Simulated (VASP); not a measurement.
# CuI2 (P4/mmm) in VASP: single point with LDA

Aim: the single point of CuI2 with LDA.

Everything below comes from runs of VASP 6.6.1. Logs are shortened: lines on timing, memory, paths and dates and some standing lists are left out, and cuts for length are marked.

## Step 1: The cell of the first run

The structure is tetragonal, space group P4/mmm (No. 123). The conventional cell has a = 5.200 Å, b = 5.200 Å, c = 4.544 Å, α = 90.00°, β = 90.00°, γ = 90.00°. Cu (site symmetry 4/mmm) has 4 I at 2.60 Å within 3.4 Å. I (site symmetry mmm) has 2 Cu at 2.60 Å within 3.4 Å.

## Step 2: Single point, LDA

Input file INCAR:

```
PREC = Accurate
ENCUT = 520
EDIFF = 1E-6
ISMEAR = -1
SIGMA = 0.1
LREAL = F
LASPH = T
NELM = 100
ALGO = Normal
ISIF = 2
LWAVE = F
LCHARG = F
NBANDS = 20
```

Input file KPOINTS:

```
Automatic mesh
0
Gamma
  6 6 7
```

Input file POSCAR:

```
CuI2
1.0
    5.2003840000      0.0000000000      0.0000000000
    0.0000000000      5.2003840000      0.0000000000
    0.0000000000      0.0000000000      4.5441700000
Cu I
1 2
Direct
    0.0000000000      0.0000000000      0.0000000000
    0.0000000000      0.5000000000      0.0000000000
    0.5000000000      0.0000000000      0.0000000000
```

Potentials or basis: VASP PAW LDA potentials, release 64 (Cu, I).

Run with:

```bash
$ cat potpaw_LDA.64/Cu/POTCAR potpaw_LDA.64/I/POTCAR > POTCAR
$ mpirun -np 1 vasp_std > vasp.out
```

OUTCAR:

```text
PREC = Accurate
   ENCUT = 520
   EDIFF = 1E-6
   ISMEAR = -1
   LREAL = F
   LASPH = T
   NELM = 100
   ISIF = 2

 ion  position               nearest neighbor table
   1  0.000  0.000  0.000-   2 2.60   3 2.60   2 2.60   3 2.60
   2  0.000  0.500  0.000-   1 2.60   1 2.60
   3  0.500  0.000  0.000-   1 2.60   1 2.60

  LATTYP: Found a simple tetragonal cell.
 ALAT       =     5.2003840000
 C/A-ratio  =     0.8738143183

  Lattice vectors:

 A1 = (   5.2003840000,   0.0000000000,   0.0000000000)
 A2 = (   0.0000000000,   5.2003840000,   0.0000000000)
 A3 = (   0.0000000000,   0.0000000000,   4.5441700000)

Analysis of symmetry for initial positions (statically):
=====================================================================
 Subroutine PRICEL returns:
 Original cell was already a primitive cell.

 Routine SETGRP: Setting up the symmetry group for a
 simple tetragonal supercell.

 Subroutine GETGRP returns: Found 16 space group operations
 (whereof 16 operations were pure point group operations)
 out of a pool of 16 trial point group operations.

The static configuration has the point symmetry D_4h.

Analysis of symmetry for dynamics (positions and initial velocities):
=====================================================================
 Subroutine PRICEL returns:
 Original cell was already a primitive cell.

 Routine SETGRP: Setting up the symmetry group for a
 simple tetragonal supercell.

 Subroutine GETGRP returns: Found 16 space group operations
 (whereof 16 operations were pure point group operations)
 out of a pool of 16 trial point group operations.

The dynamic configuration has the point symmetry D_4h.

 Subroutine INISYM returns: Found 16 space group operations
 (whereof 16 operations are pure point group operations),
 and found     1 'primitive' translations

----------------------------------------------------------------------------------------

                                     Primitive cell

  volume of cell :     122.8925

  direct lattice vectors                    reciprocal lattice vectors
     5.200384000  0.000000000  0.000000000     0.192293492  0.000000000  0.000000000
     0.000000000  5.200384000  0.000000000     0.000000000  0.192293492  0.000000000
     0.000000000  0.000000000  4.544170000     0.000000000  0.000000000  0.220062190

  length of vectors
     5.200384000  5.200384000  4.544170000     0.192293492  0.192293492  0.220062190

  position of ions in fractional coordinates (direct lattice)
     0.000000000  0.000000000  0.000000000
     0.000000000  0.500000000  0.000000000
     0.500000000  0.000000000  0.000000000

  ion indices of the primitive-cell ions
   primitive index   ion index
                 1           1
                 2           2
                 3           3

----------------------------------------------------------------------------------------

 KPOINTS: Automatic mesh

Automatic generation of k-mesh.
 Grid dimensions read from file:
 generate k-points for:    6    6    7

 Generating k-lattice:

  Cartesian coordinates                     Fractional coordinates (reciprocal lattice)
     0.032048915  0.000000000  0.000000000     0.166666667  0.000000000  0.000000000
     0.000000000  0.032048915  0.000000000     0.000000000  0.166666667  0.000000000
     0.000000000  0.000000000  0.031437456     0.000000000  0.000000000  0.142857143

  Length of vectors
     0.032048915  0.032048915  0.031437456

  Shift w.r.t. Gamma in fractional coordinates (k-lattice)
     0.000000000  0.000000000  0.000000000

 Subroutine IBZKPT returns following result:
 ===========================================

 Found     40 irreducible k-points:

 Following reciprocal coordinates:
            Coordinates               Weight
  0.000000  0.000000  0.000000      1.000000
  0.166667  0.000000  0.000000      4.000000
  0.333333  0.000000  0.000000      4.000000
  0.500000  0.000000  0.000000      2.000000
  0.166667  0.166667  0.000000      4.000000
  0.333333  0.166667  0.000000      8.000000
[... 16 lines left out ...]
  0.333333  0.000000  0.285714      8.000000
  0.500000  0.000000  0.285714      4.000000
 [... further k-points ...]
   k-points           NKPTS =     40   k-points in BZ     NKDIM =     40   number of bands    NBANDS=     20
   number of dos      NEDOS =    301   number of ions     NIONS =      3
   total plane-waves  NPLWV =  57600
   dimension x,y,z NGX =    40 NGY =   40 NGZ =   36
   dimension x,y,z NGXF=    80 NGYF=   80 NGZF=   72
   ions per type =               1   2
   NGX,Y,Z   is equivalent  to a cutoff of  12.79, 12.79, 13.17 a.u.
   NGXF,Y,Z  is equivalent  to a cutoff of  25.57, 25.57, 26.34 a.u.
 SYSTEM =  unknown system
   PREC   = accura    normal or accurate (medium, high low for compatibility)
   ISTART =      0    job   : 0-new  1-cont  2-samecut
   ICHARG =      2    charge: 1-file 2-atom 10-const
   ISPIN  =      1    spin polarized calculation?
   LNONCOLLINEAR =      F non collinear calculations
   LSORBIT =      F    spin-orbit coupling
   LASPH  =      T    aspherical Exc in radial PAW
   ENCUT  =  520.0 eV  38.22 Ry    6.18 a.u.   9.67  9.67  8.45*2*pi/ulx,y,z
   NELM   =    100;   NELMIN=  2; NELMDL= -5     # of ELM steps
   EDIFF  = 0.1E-05   stopping-criterion for ELM
   LREAL  =      F    real-space projection
   EDIFFG = 0.1E-04   stopping-criterion for IOM
   NSW    =      0    number of steps for IOM
   IBRION =     -1    ionic relax: 0-MD 1-quasi-New 2-CG
   NFREE  =      0    steps in history (QN), initial steepest desc. (CG)
   ISIF   =      2    stress and relaxation
   ISYM   =      2    0-nonsym 1-usesym 2-fastsym
   POTIM  = 0.5000    time-step for ionic-motion
   TEBEG  =    0.0;   TEEND  =   0.0 temperature during run
   PSTRESS=    0.0 pullay stress
   NELECT =      25.0000    total number of electrons
   NUPDOWN=      -1.0000    fix difference up-down
   EMIN   =  10.00;   EMAX   =-10.00  energy-range for DOS
   EFERMI =   0.00;   METHOD = LEGACY
   ISMEAR =    -1;   SIGMA  =   0.10  broadening in eV -4-tet -1-fermi 0-gaus
   EFERMI_NEDOS =   21; number of points for ismear=-14 and -15
   IALGO  =     38    algorithm
   IMIX   =      4    mixing-type and parameters
     AMIX     =   0.40;   BMIX     =  1.00
     AMIX_MAG =   1.60;   BMIX_MAG =  1.00
  volume/ion in A,a.u.               =      40.96       276.44
  Fermi-wavevector in a.u.,A,eV,Ry     =   0.962823  1.819471 12.612978  0.927028
  Thomas-Fermi vector in A             =   2.092315
   LORBIT       =      0    0 simple, 1 ext, 2 COOP (PROOUT), +10 PAW based schemes
   GGA     = CA    functional components
   LHFCALC =     F    Hartree Fock is set to
   AEXX    =    0.0000 exact exchange contribution
   IVDW    =     0    specifies the selected vdW correction
   LEPSILON=     F    determine dielectric tensor
   LRPA    =     F    only Hartree local field effects (RPA)
 non-spin polarized calculation
  energy-cutoff  :      520.00
  volume of cell :      122.89
 maximum number of plane-waves:      3344
 NGX is ok and might be reduce to    40
   NGX = 19   NGY = 19   NGZ = 17

 number of electron      24.9999991 magnetization

 Free energy of the ion-electron system (eV)
  ---------------------------------------------------
  ext. energy  EPLUGINS =         0.00000000
  ---------------------------------------------------
  free energy    TOTEN  =        -8.14362003 eV

  energy without entropy =       -8.08095334  energy(sigma->0) =       -8.11228669

 E-fermi :   1.0948     XC(G=0):  -7.8084

 val. band max:        1.0677909994   @ k =   0.1667   0.1667   0.4286
 cond. band min:       1.2848513401   @ k =   0.5000   0.3333   0.0000
 fundamental gap:      0.2170603407
 Fermi energy:         1.0948218210

 k-point     1 :       0.0000    0.0000    0.0000
  band No.  band energies     occupation
      1     -11.6920      2.00000
      2     -10.4793      2.00000
      3      -2.5929      2.00000
      4      -2.5929      2.00000
      5      -1.2338      2.00000
      6      -1.0288      2.00000
[... 12 lines left out ...]
     19       9.5473      0.00000
     20      10.0068      0.00000

 k-point     2 :       0.1667    0.0000    0.0000
  band No.  band energies     occupation
      1     -11.6123      2.00000
      2     -10.5561      2.00000
      3      -2.8870      2.00000
      4      -2.5055      2.00000
      5      -1.3025      2.00000
      6      -1.0464      2.00000
[... 12 lines left out ...]
     19       8.9190      0.00000
     20      10.1290      0.00000

 k-point     3 :       0.3333    0.0000    0.0000
  band No.  band energies     occupation
      1     -11.3937      2.00000
      2     -10.7702      2.00000
      3      -3.3132      2.00000
      4      -2.2658      2.00000
      5      -1.5125      2.00000
      6      -1.2069      2.00000
[... 12 lines left out ...]
     19       9.6132      0.00000
     20       9.8177      0.00000

 k-point     4 :       0.5000    0.0000    0.0000
  band No.  band energies     occupation
      1     -11.1465      2.00000
      2     -11.0158      2.00000
      3      -3.4824      2.00000
      4      -2.0299      2.00000
      5      -1.7388      2.00000
      6      -1.2658      2.00000
[... 12 lines left out ...]
     19      10.1134      0.00000
     20      10.6727      0.00000

 k-point     5 :       0.1667    0.1667    0.0000
  band No.  band energies     occupation
      1     -11.5376      2.00000
      2     -10.6162      2.00000
      3      -3.1792      2.00000
      4      -2.5164      2.00000
      5      -1.5208      2.00000
      6      -1.0759      2.00000
[... 12 lines left out ...]
     19       9.1260      0.00000
     20      10.3250      0.00000

 k-point     6 :       0.3333    0.1667    0.0000
  band No.  band energies     occupation
      1     -11.3350      2.00000
      2     -10.7906      2.00000
      3      -3.6377      2.00000
      4      -2.4565      2.00000
      5      -1.9073      2.00000
      6      -1.2053      2.00000
[... 12 lines left out ...]
     19       9.3199      0.00000
     20      10.1009      0.00000

 k-point     7 :       0.5000    0.1667    0.0000
  band No.  band energies     occupation
      1     -11.1061      2.00000
      2     -11.0060      2.00000
      3      -3.8231      2.00000
      4      -2.3896      2.00000
      5      -2.1109      2.00000
      6      -1.2630      2.00000
[... 12 lines left out ...]
     19       9.5526      0.00000
     20       9.8500      0.00000
[... 277 lines left out ...]
 k-point    20 :       0.5000    0.5000    0.1429
  band No.  band energies     occupation
      1     -10.9626      2.00000
      2     -10.9626      2.00000
      3      -4.7027      2.00000
      4      -2.7399      2.00000
      5      -2.6045      2.00000
      6      -1.3064      2.00000
[... 12 lines left out ...]
     19       8.1997      0.00000
     20       8.1997      0.00000

 k-point    21 :       0.0000    0.0000    0.2857
  band No.  band energies     occupation
      1     -11.6412      2.00000
      2     -10.4400      2.00000
      3      -2.5218      2.00000
      4      -2.5218      2.00000
      5      -1.3656      2.00000
      6      -1.2311      2.00000
[... 12 lines left out ...]
     19       8.2935      0.00000
     20       8.6861      0.00000

 k-point    22 :       0.1667    0.0000    0.2857
  band No.  band energies     occupation
      1     -11.5620      2.00000
      2     -10.5157      2.00000
      3      -2.8260      2.00000
      4      -2.4363      2.00000
      5      -1.3933      2.00000
      6      -1.2953      2.00000
[... 12 lines left out ...]
     19       8.7133      0.00000
     20       9.3954      0.00000

 k-point    23 :       0.3333    0.0000    0.2857
  band No.  band energies     occupation
      1     -11.3450      2.00000
      2     -10.7272      2.00000
      3      -3.2619      2.00000
      4      -2.2019      2.00000
      5      -1.4933      2.00000
      6      -1.4446      2.00000
[... 12 lines left out ...]
     19       9.7069      0.00000
     20       9.7162      0.00000

 k-point    24 :       0.5000    0.0000    0.2857
  band No.  band energies     occupation
      1     -11.1004      2.00000
      2     -10.9696      2.00000
      3      -3.4344      2.00000
      4      -1.9661      2.00000
      5      -1.7150      2.00000
      6      -1.4683      2.00000
[... 12 lines left out ...]
     19       9.4491      0.00000
     20       9.6395      0.00000

 [... further k-points ...]
[... 5 lines left out ...]
  --------------------------------------------------------------------------------------
  -------------------------------------------------------------------------------------
  Total       -2.0960814     -2.0960814     -0.3467228      0.0000000      0.0000000      0.0000000
  in kB      -27.3270858    -27.3270858     -4.5203030      0.0000000      0.0000000      0.0000000
  external PRESSURE =     -19.7248248 kB  Pullay stress =       0.0000000 kB

 VOLUME and BASIS-vectors are now :
 -----------------------------------------------------------------------------
  energy-cutoff  :      520.00
  volume of cell :      122.89
      direct lattice vectors                 reciprocal lattice vectors
     5.200384000  0.000000000  0.000000000     0.192293492  0.000000000  0.000000000
     0.000000000  5.200384000  0.000000000     0.000000000  0.192293492  0.000000000
     0.000000000  0.000000000  4.544170000     0.000000000  0.000000000  0.220062190

 POSITION                                       TOTAL-FORCE (eV/Angst)
 -----------------------------------------------------------------------------------
      0.00000      0.00000      0.00000         0.000000      0.000000      0.000000
      0.00000      2.60019      0.00000         0.000000      0.000000      0.000000
      2.60019      0.00000      0.00000         0.000000      0.000000      0.000000
 -----------------------------------------------------------------------------------
    total drift:                               -0.000000     -0.000000     -0.000000

  FREE ENERGIE OF THE ION-ELECTRON SYSTEM (eV)
  ---------------------------------------------------
  free  energy   TOTEN  =        -8.1436200337 eV

  energy  without entropy=       -8.0809533387  energy(sigma->0) =       -8.11228669
```

Run time: 90 s. Hardware: 1 thread of Intel Xeon Platinum 8488C (Sapphire Rapids), shared host; peak memory 0.24 GiB.

Results:

```
Free energy : -8.1436 eV
Pressure    : -2.0 GPa
```

Caveat: spin-orbit coupling is left out, which moves the levels of the heavy elements; an odd number of electrons without spin polarisation forces a metal; a magnetic or distorted state may lie lower; semilocal functionals often make such compounds metallic where correlation or magnetic order opens a gap, which also shifts bond lengths.
